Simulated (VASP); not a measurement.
# Ir3Cl (Pm-3m) in VASP: further runs

The runs below take Ir3Cl through single point, relaxation of cell and atoms, with PBE.

Program: VASP 6.6.1. These are calculated values, not measurements. Logs are shortened: lines on timing, memory, paths and dates and some standing lists are left out, and cuts for length are marked.

## Step 1: The cell of the first run

Symmetry: Pm-3m, No. 221, cubic system. The conventional cell has a = 3.937 Å, b = 3.937 Å, c = 3.937 Å, α = 90.00°, β = 90.00°, γ = 90.00°. Ir (site symmetry 4/mmm) has 8 Ir at 2.78 Å and 4 Cl at 2.78 Å within 3.7 Å. Within 3.7 Å of Cl (site symmetry m-3m) lie 12 Ir at 2.78 Å.

## Step 2: Single point, PBE

Contents of INCAR:

```
PREC     = Accurate       # precision mode
ENCUT    = 520            # plane-wave cutoff, eV
EDIFF    = 1E-7           # SCF threshold, eV
ISMEAR   = 0              # smearing method
SIGMA    = 0.1            # smearing width, eV
LREAL    = F              # projectors in reciprocal space
LASPH    = T              # aspherical terms in the spheres
NELM     = 80             # most SCF steps
ALGO     = Normal         # electronic algorithm
ISIF     = 2              # what is computed and relaxed
LWAVE    = F              # write WAVECAR
LCHARG   = F              # write CHGCAR
GGA      = PE             # functional
NBANDS   = 25             # bands
```

Contents of KPOINTS:

```
regular mesh
0
Gamma
  12 12 12
```

Contents of POSCAR:

```
Ir3Cl
1.0
    3.9368068109      0.0000000000      0.0000000000
    0.0000000000      3.9368068109      0.0000000000
    0.0000000000      0.0000000000      3.9368068109
Ir Cl
3 1
Direct
    0.0000000000      0.5000000000      0.5000000000
    0.5000000000      0.0000000000      0.5000000000
    0.5000000000      0.5000000000      0.0000000000
    0.0000000000      0.0000000000      0.0000000000
```

Potentials or basis: VASP PAW PBE potentials, release 64 (Ir, Cl).

Command:

```bash
$ cat potpaw_PBE.64/Ir/POTCAR potpaw_PBE.64/Cl/POTCAR > POTCAR
$ mpirun -np 1 vasp_std > vasp.out
```

OUTCAR:

```text
PREC = Accurate
   ENCUT = 520
   EDIFF = 1E-7
   ISMEAR = 0
   LREAL = F
   LASPH = T
   NELM = 80
   ISIF = 2
   GGA = PE

 ion  position               nearest neighbor table
   1  0.000  0.500  0.500-   2 2.78   3 2.78   4 2.78   3 2.78   4 2.78   2 2.78   4 2.78   4 2.78
                             2 2.78   3 2.78   3 2.78   2 2.78
   2  0.500  0.000  0.500-   1 2.78   3 2.78   4 2.78   3 2.78   4 2.78   1 2.78   3 2.78   3 2.78
                             1 2.78   4 2.78   4 2.78   1 2.78
   3  0.500  0.500  0.000-   1 2.78   2 2.78   4 2.78   1 2.78   2 2.78   2 2.78   4 2.78   2 2.78
                             1 2.78   4 2.78   1 2.78   4 2.78
   4  0.000  0.000  0.000-   1 2.78   2 2.78   3 2.78   1 2.78   2 2.78   1 2.78   3 2.78   1 2.78
                             2 2.78   3 2.78   2 2.78   3 2.78

  LATTYP: Found a simple cubic cell.
 ALAT       =     3.9368068109

  Lattice vectors:

 A1 = (   3.9368068109,   0.0000000000,   0.0000000000)
 A2 = (   0.0000000000,   3.9368068109,   0.0000000000)
 A3 = (   0.0000000000,   0.0000000000,   3.9368068109)

Analysis of symmetry for initial positions (statically):
=====================================================================
 Subroutine PRICEL returns:
 Original cell was already a primitive cell.

 Routine SETGRP: Setting up the symmetry group for a
 simple cubic supercell.

 Subroutine GETGRP returns: Found 48 space group operations
 (whereof 48 operations were pure point group operations)
 out of a pool of 48 trial point group operations.

The static configuration has the point symmetry O_h .

Analysis of symmetry for dynamics (positions and initial velocities):
=====================================================================
 Subroutine PRICEL returns:
 Original cell was already a primitive cell.

 Routine SETGRP: Setting up the symmetry group for a
 simple cubic supercell.

 Subroutine GETGRP returns: Found 48 space group operations
 (whereof 48 operations were pure point group operations)
 out of a pool of 48 trial point group operations.

The dynamic configuration has the point symmetry O_h .

 Subroutine INISYM returns: Found 48 space group operations
 (whereof 48 operations are pure point group operations),
 and found     1 'primitive' translations

----------------------------------------------------------------------------------------

                                     Primitive cell

  volume of cell :      61.0144

  direct lattice vectors                    reciprocal lattice vectors
     3.936806811  0.000000000  0.000000000     0.254012972  0.000000000  0.000000000
     0.000000000  3.936806811  0.000000000     0.000000000  0.254012972  0.000000000
     0.000000000  0.000000000  3.936806811     0.000000000  0.000000000  0.254012972

  length of vectors
     3.936806811  3.936806811  3.936806811     0.254012972  0.254012972  0.254012972

  position of ions in fractional coordinates (direct lattice)
     0.000000000  0.500000000  0.500000000
     0.500000000  0.000000000  0.500000000
     0.500000000  0.500000000  0.000000000
     0.000000000  0.000000000  0.000000000

  ion indices of the primitive-cell ions
   primitive index   ion index
                 1           1
                 2           2
                 3           3
                 4           4

----------------------------------------------------------------------------------------

 KPOINTS: regular mesh

Automatic generation of k-mesh.
 Grid dimensions read from file:
 generate k-points for:   12   12   12

 Generating k-lattice:

  Cartesian coordinates                     Fractional coordinates (reciprocal lattice)
     0.021167748  0.000000000  0.000000000     0.083333333  0.000000000  0.000000000
     0.000000000  0.021167748  0.000000000     0.000000000  0.083333333  0.000000000
     0.000000000  0.000000000  0.021167748     0.000000000  0.000000000  0.083333333

  Length of vectors
     0.021167748  0.021167748  0.021167748

  Shift w.r.t. Gamma in fractional coordinates (k-lattice)
     0.000000000  0.000000000  0.000000000

 Subroutine IBZKPT returns following result:
 ===========================================

 Found     84 irreducible k-points:

 Following reciprocal coordinates:
            Coordinates               Weight
  0.000000  0.000000  0.000000      1.000000
  0.083333  0.000000  0.000000      6.000000
  0.166667  0.000000  0.000000      6.000000
  0.250000  0.000000  0.000000      6.000000
  0.333333  0.000000  0.000000      6.000000
  0.416667  0.000000  0.000000      6.000000
[... 16 lines left out ...]
  0.333333  0.333333  0.000000     12.000000
  0.416667  0.333333  0.000000     24.000000
 [... further k-points ...]
   k-points           NKPTS =     84   k-points in BZ     NKDIM =     84   number of bands    NBANDS=     25
   number of dos      NEDOS =    301   number of ions     NIONS =      4
   total plane-waves  NPLWV =  27000
   dimension x,y,z NGX =    30 NGY =   30 NGZ =   30
   dimension x,y,z NGXF=    60 NGYF=   60 NGZF=   60
   ions per type =               3   1
   NGX,Y,Z   is equivalent  to a cutoff of  12.67, 12.67, 12.67 a.u.
   NGXF,Y,Z  is equivalent  to a cutoff of  25.34, 25.34, 25.34 a.u.
 SYSTEM =  unknown system
   PREC   = accura    normal or accurate (medium, high low for compatibility)
   ISTART =      0    job   : 0-new  1-cont  2-samecut
   ICHARG =      2    charge: 1-file 2-atom 10-const
   ISPIN  =      1    spin polarized calculation?
   LNONCOLLINEAR =      F non collinear calculations
   LSORBIT =      F    spin-orbit coupling
   LASPH  =      T    aspherical Exc in radial PAW
   ENCUT  =  520.0 eV  38.22 Ry    6.18 a.u.   7.32  7.32  7.32*2*pi/ulx,y,z
   NELM   =     80;   NELMIN=  2; NELMDL= -5     # of ELM steps
   EDIFF  = 0.1E-06   stopping-criterion for ELM
   LREAL  =      F    real-space projection
   EDIFFG = 0.1E-05   stopping-criterion for IOM
   NSW    =      0    number of steps for IOM
   IBRION =     -1    ionic relax: 0-MD 1-quasi-New 2-CG
   NFREE  =      0    steps in history (QN), initial steepest desc. (CG)
   ISIF   =      2    stress and relaxation
   ISYM   =      2    0-nonsym 1-usesym 2-fastsym
   POTIM  = 0.5000    time-step for ionic-motion
   TEBEG  =    0.0;   TEEND  =   0.0 temperature during run
   PSTRESS=    0.0 pullay stress
   NELECT =      34.0000    total number of electrons
   NUPDOWN=      -1.0000    fix difference up-down
   EMIN   =  10.00;   EMAX   =-10.00  energy-range for DOS
   EFERMI =   0.00;   METHOD = LEGACY
   ISMEAR =     0;   SIGMA  =   0.10  broadening in eV -4-tet -1-fermi 0-gaus
   EFERMI_NEDOS =   21; number of points for ismear=-14 and -15
   IALGO  =     38    algorithm
   IMIX   =      4    mixing-type and parameters
     AMIX     =   0.40;   BMIX     =  1.00
     AMIX_MAG =   1.60;   BMIX_MAG =  1.00
  volume/ion in A,a.u.               =      15.25       102.94
  Fermi-wavevector in a.u.,A,eV,Ry     =   1.347174  2.545790 24.692912  1.814878
  Thomas-Fermi vector in A             =   2.474946
   LORBIT       =      0    0 simple, 1 ext, 2 COOP (PROOUT), +10 PAW based schemes
   GGA     = PE    functional components
   LHFCALC =     F    Hartree Fock is set to
   AEXX    =    0.0000 exact exchange contribution
   IVDW    =     0    specifies the selected vdW correction
   LEPSILON=     F    determine dielectric tensor
   LRPA    =     F    only Hartree local field effects (RPA)
 non-spin polarized calculation
 Gauss-broadening in eV      SIGMA  =   0.10
  energy-cutoff  :      520.00
  volume of cell :       61.01
 maximum number of plane-waves:      1671
 NGX is ok and might be reduce to    30
   NGX = 15   NGY = 15   NGZ = 15

 number of electron      33.9999994 magnetization

 Free energy of the ion-electron system (eV)
  ---------------------------------------------------
  ext. energy  EPLUGINS =         0.00000000
  ---------------------------------------------------
  free energy    TOTEN  =       -23.10890546 eV

  energy without entropy =      -23.06643013  energy(sigma->0) =      -23.08766780

 E-fermi :   8.7673     XC(G=0): -12.9847

 val. band max:        8.7621988224   @ k =   0.3333   0.0833   0.0833
 cond. band min:       8.7692722970   @ k =   0.5000   0.1667   0.1667
 fundamental gap:      0.0070734747
 Fermi energy:         8.7673375569

 k-point     1 :       0.0000    0.0000    0.0000
  band No.  band energies     occupation
      1      -9.3446      2.00000
      2       0.9300      2.00000
      3       2.9139      2.00000
      4       2.9139      2.00000
      5       2.9139      2.00000
      6       3.5361      2.00000
[... 17 lines left out ...]
     24      16.4832      0.00000
     25      16.4832      0.00000

 k-point     2 :       0.0833    0.0000    0.0000
  band No.  band energies     occupation
      1      -9.3224      2.00000
      2       0.9415      2.00000
      3       2.4841      2.00000
      4       2.7528      2.00000
      5       2.7528      2.00000
      6       3.5888      2.00000
[... 17 lines left out ...]
     24      16.4771      0.00000
     25      17.1424      0.00000

 k-point     3 :       0.1667    0.0000    0.0000
  band No.  band energies     occupation
      1      -9.2604      2.00000
      2       0.8472      2.00000
      3       2.0704      2.00000
      4       2.4780      2.00000
      5       2.4780      2.00000
      6       3.6668      2.00000
[... 552 lines left out ...]
 k-point    23 :       0.3333    0.3333    0.0000
  band No.  band energies     occupation
      1      -8.9354      2.00000
      2       0.3656      2.00000
      3       0.9717      2.00000
      4       1.6424      2.00000
      5       3.4130      2.00000
      6       4.4901      2.00000
[... 17 lines left out ...]
     24      16.6731      0.00000
     25      17.6335      0.00000

 k-point    24 :       0.4167    0.3333    0.0000
  band No.  band energies     occupation
      1      -8.8983      2.00000
      2       0.3527      2.00000
      3       0.8880      2.00000
      4       1.5633      2.00000
      5       3.7414      2.00000
      6       4.5986      2.00000
[... 17 lines left out ...]
     24      16.5441      0.00000
     25      17.5585      0.00000

 [... further k-points ...]

------------------------ aborting loop because EDIFF is reached ----------------------------------------

  FORCE on cell =-STRESS in cart. coord.  units (eV):
  Direction    XX          YY          ZZ          XY          YZ          ZX
  --------------------------------------------------------------------------------------
  -------------------------------------------------------------------------------------
  Total        0.1588036      0.1588036      0.1588036     -0.0000000     -0.0000000      0.0000000
  in kB        4.1700250      4.1700250      4.1700250     -0.0000000     -0.0000000      0.0000000
  external PRESSURE =       4.1700250 kB  Pullay stress =       0.0000000 kB

 VOLUME and BASIS-vectors are now :
 -----------------------------------------------------------------------------
  energy-cutoff  :      520.00
  volume of cell :       61.01
      direct lattice vectors                 reciprocal lattice vectors
     3.936806811  0.000000000  0.000000000     0.254012972  0.000000000  0.000000000
     0.000000000  3.936806811  0.000000000     0.000000000  0.254012972  0.000000000
     0.000000000  0.000000000  3.936806811     0.000000000  0.000000000  0.254012972

 POSITION                                       TOTAL-FORCE (eV/Angst)
 -----------------------------------------------------------------------------------
      0.00000      1.96840      1.96840         0.000000      0.000000      0.000000
      1.96840      0.00000      1.96840         0.000000      0.000000      0.000000
      1.96840      1.96840      0.00000         0.000000      0.000000      0.000000
      0.00000      0.00000      0.00000         0.000000      0.000000      0.000000
 -----------------------------------------------------------------------------------
    total drift:                                0.000000      0.000000     -0.000000

  FREE ENERGIE OF THE ION-ELECTRON SYSTEM (eV)
  ---------------------------------------------------
  free  energy   TOTEN  =       -23.1089054638 eV

  energy  without entropy=      -23.0664301348  energy(sigma->0) =      -23.08766780
```

It took 2.2 min on 1 thread of AMD EPYC 7R43 (Zen 3), shared host; peak memory 0.21 GiB.

What came out:

| Quantity | Value |
| --- | --- |
| Free energy | -23.1089 eV |
| Pressure | 0.4 GPa |
| Band gap on the k mesh | zero (bands 17 and 18 overlap by 1.53 eV) |

Levels at points of the mesh, in eV from the Fermi level:
| k point | band 13 | band 14 | band 15 | band 16 | band 17 | band 18 | band 19 | band 20 | band 21 | band 22 |
| --- | --- | --- | --- | --- | --- | --- | --- | --- | --- | --- |
| (0.00, 0.00, 0.00) | -1.47 | -1.47 | 0.14 | 0.14 | 1.29 | 1.82 | 1.82 | 1.82 | 5.51 | 5.51 |
| (0.50, 0.00, 0.00) | -1.95 | -1.95 | -1.72 | -0.97 | 0.19 | 0.19 | 0.33 | 1.62 | 1.82 | 5.85 |
| (0.50, 0.50, 0.00) | -1.78 | -1.66 | -1.61 | -0.70 | -0.42 | 0.38 | 0.38 | 0.54 | 2.20 | 4.55 |
| (0.50, 0.50, 0.50) | -1.67 | -1.67 | -0.72 | -0.72 | -0.15 | 1.31 | 1.31 | 1.31 | 5.29 | 5.29 |

Caveat: spin-orbit coupling is left out, which moves the levels of the heavy elements.

## Step 3: Relaxation of cell and atoms, PBE

Contents of INCAR:

```
SYSTEM = Ir3Cl
  PREC = Accurate
  ENCUT = 600
  EDIFF = 1E-6
  ISMEAR = 0
  SIGMA = 0.1
  LREAL = .FALSE.
  LASPH = .TRUE.
  NELM = 100
  ALGO = Normal
  ISIF = 3
  LWAVE = .FALSE.
  LCHARG = .FALSE.
  GGA = PE
  IBRION = 2
  NSW = 100
  EDIFFG = -0.01
```

Contents of KPOINTS:

```
Automatic mesh
0
G
  12 12 12
  0 0 0
```

Contents of POSCAR:

```
Ir3Cl
1.0
    3.9347046624      0.0000000000      0.0000000000
    0.0000000000      3.9347046624      0.0000000000
    0.0000000000      0.0000000000      3.9347046624
Ir Cl
3 1
Direct
    0.0000000000      0.5000000000      0.5000000000
    0.5000000000      0.0000000000      0.5000000000
    0.5000000000      0.5000000000      0.0000000000
    0.0000000000      0.0000000000      0.0000000000
```

Potentials or basis: VASP PAW PBE potentials, release 64 (Ir, Cl).

Command:

```bash
$ cat potpaw_PBE.64/Ir/POTCAR potpaw_PBE.64/Cl/POTCAR > POTCAR
$ mpirun -np 1 vasp_std > vasp.out
```

Run time: 4.4 min. Hardware: 1 thread of Intel Xeon 8259CL, shared host; peak memory 0.27 GiB.

The run converged. Its results:

| Quantity | Value |
| --- | --- |
| Free energy | -23.1097 eV |
| Relaxed volume | 15.29 Å³/atom |
| Relaxed cell | a = 3.940 Å, b = 3.940 Å, c = 3.940 Å, α = 90.00°, β = 90.00°, γ = 90.00° |
| Space group after relaxing (to 0.1 Å) | Pm-3m (No. 221) |
| Energy gained by relaxing | 0.2 meV/atom |
| Ionic steps | 3 |
| Pressure after relaxing | 0.0 GPa |
| Band gap on the k mesh | zero (bands 17 and 18 overlap by 1.52 eV) |

Step by step:
```csv
step,energy change (eV),largest force (eV/Å),pressure (GPa),volume (Å³)
1,0.0000,0.0000,0.83,60.92
2,0.0016,0.0000,-1.52,61.62
3,-0.0006,0.0000,0.01,61.16
```

Final structure:
```
Ir Cl
1.0
     3.93988    0.00000    0.00000
     0.00000    3.93988    0.00000
     0.00000    0.00000    3.93988
Ir Cl
3 1
Direct
  0.00000 0.50000 0.50000
  0.50000 0.00000 0.50000
  0.50000 0.50000 0.00000
  0.00000 0.00000 0.00000
```

Levels at points of the mesh, in eV from the Fermi level:
```tsv
k point	band 14	band 15	band 16	band 17	band 18	band 19	band 20	band 21
(0.00, 0.00, 0.00)	-1.46	0.14	0.14	1.29	1.81	1.81	1.81	5.50
(0.50, 0.00, 0.00)	-1.94	-1.71	-0.96	0.19	0.19	0.33	1.61	1.82
(0.50, 0.50, 0.00)	-1.65	-1.60	-0.70	-0.42	0.38	0.38	0.54	2.20
(0.50, 0.50, 0.50)	-1.66	-0.71	-0.71	-0.14	1.31	1.31	1.31	5.27
```

Caveat: spin-orbit coupling is left out, which moves the levels of the heavy elements.
